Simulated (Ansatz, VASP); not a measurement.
SiBF: VASP beside Ansatz

The input INCAR:

```
SYSTEM = SiBF
ALGO = Normal ; EDIFF = 1E-7
EDIFFG = -0.04 ; ENCUT = 600
GGA = PE ; IBRION = 2
ISIF = 3 ; ISMEAR = 0
LASPH = .TRUE. ; LCHARG = .FALSE.
LREAL = .FALSE. ; LWAVE = .FALSE.
NELM = 80 ; NSW = 90
PREC = Accurate ; SIGMA = 0.1
```

File KPOINTS:

```
k-points
0
G
  8 6 4
  0 0 0
```

POSCAR

```
SiBF
1.0
    2.1896563170      0.0000000000      0.0000000000
    0.0000000000      3.7066495778      0.0000000000
    0.0000000000      0.0000000000      5.2540280115
Si B F
1 1 1
Direct
    0.0000000000      0.5000000000      0.0000000000
    0.0000000000      0.0000000000      0.5000000000
    0.0000000000      0.0000000000      0.0000000000
```

Input for Ansatz:

```yaml
crystal:
  lattice:
    - [2.189656317, 0.0, 0.0]
    - [0.0, 3.7066495778, 0.0]
    - [0.0, 0.0, 5.2540280115]
  atoms:
    - { symbol: Si, position: [0.0, 0.5, 0.0] }
    - { symbol: B, position: [0.0, 0.0, 0.5] }
    - { symbol: F, position: [0.0, 0.0, 0.0] }
basis:
  ecutwfc: 420
kpoints:
  mp_grid: { grid: [8, 6, 4] }
hamiltonian:
  xc: pbe
scf:
  occupations: { method: gaussian, width: 0.1 }
  lower_state_search: "off"
output:
  forces: true
  stress: true
  eigenvalues: true
relax:
  adjacent_minimum: "off"
  f_tol: 0.04
  max_steps: 70
  cell: { stress_tol: 0.4 }
```

Alike in both runs: task relaxation of cell and atoms; functional PBE; k mesh 8 × 6 × 4; occupations gaussian, width 0.1 eV; no spin polarisation.

|  | VASP | Ansatz |
| --- | --- | --- |
| version | VASP 6.6.1 | Ansatz 0.2.0 |
| potentials or method | VASP PAW PBE potentials, release 64 (Si, B, F), cutoff 600 eV | scalar-relativistic, plane waves, PAW |
| valence electrons in the cell | 14 | 14 |

VASP gave:

```
gap on the k mesh at the Fermi level, each at its own relaxed structure (eV) : none
relaxed volume (Å³/atom)                                                     : 14.30
relaxed cell length with the largest relative difference (Å)                 : 3.720
```

Q: Which values does Ansatz return?

A: gap on the k mesh at the Fermi level, each at its own relaxed structure (eV): none; relaxed volume (Å³/atom): 14.28; relaxed cell length with the largest relative difference (Å): 3.709.

A gap of «none» marks a metal or a gap that the smearing closes.
